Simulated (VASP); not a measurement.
Wanted: the native input for a VASP 6.6.1 run.

| Item | Value |
| --- | --- |
| Task | single point |
| Functional | PBEsol |
| Potentials or basis | VASP PAW PBE potentials, release 64 (Mn_pv, O) |
| Cutoff | 600 eV |
| k mesh | 5 × 5 × 5 |
| Occupations | gaussian, width 0.2 eV |
| Spin | collinear spin, ferromagnetic start |
| Starting moments | [5.2, 0.0] μB |
| Hubbard terms | Mn d U = 6.0 eV |
| Dipole correction | no |
| Further INCAR settings | ALGO = Normal; EDIFF = 1e-06; NBANDS = 20 |

The structure of MnO (Manganosite) lies in POSCAR:

```
MnO
1.0
    0.0000000000      2.2230000000      2.2230000000
    2.2230000000      0.0000000000      2.2230000000
    2.2230000000      2.2230000000      0.0000000000
Mn O
1 1
Direct
    0.0000000000      0.0000000000      0.0000000000
    0.5000000000      0.5000000000      0.5000000000
```

These files were run (other wordings do the same):

INCAR

```
PREC = Accurate ; ENCUT = 600
EDIFF = 1E-6 ; ISMEAR = 0
SIGMA = 0.2 ; LREAL = F
LASPH = T ; NELM = 200
ALGO = Normal ; ISIF = 2
LWAVE = F ; LCHARG = T
ISPIN = 2 ; MAGMOM = 5.2 0
LORBIT = 11 ; LMAXMIX = 4
LDAU = T ; LDAUTYPE = 2
LDAUL = 2 -1 ; LDAUU = 6 0
LDAUJ = 0 0 ; LDAUPRINT = 1
GGA = PS ; LELF = T
LVHAR = T ; NBANDS = 20
GGA_COMPAT = F
```

KPOINTS

```
Automatic mesh
0
Gamma
  5 5 5
```

Potentials or basis: VASP PAW PBE potentials, release 64 (Mn_pv, O).

Command:

```sh
$ cat potpaw_PBE.64/Mn_pv/POTCAR potpaw_PBE.64/O/POTCAR > POTCAR
$ mpirun -np 1 vasp_std > vasp.out
```

Results of the run:

The pressure is 2.2 GPa, the band gap on the k mesh is 0.67 eV, indirect (least direct gap 2.59 eV) and the net moment is 5.00 μB per cell. The site moments are Mn +4.67; O +0.11 μB and the valence electrons inside the program's atomic spheres are Mn 11.36; O 4.99.

Caveat: the k points lie up to 0.49 Å⁻¹ apart; the PAW data sets were made with another functional, which shifts forces and pressure a little; a cell with one magnetic atom can't hold antiferromagnetic order, which such compounds often take.

Wall time 13 s on 1 thread of AMD EPYC 7R13 Processor (Zen 3) (shared host), peak memory 0.14 GiB.
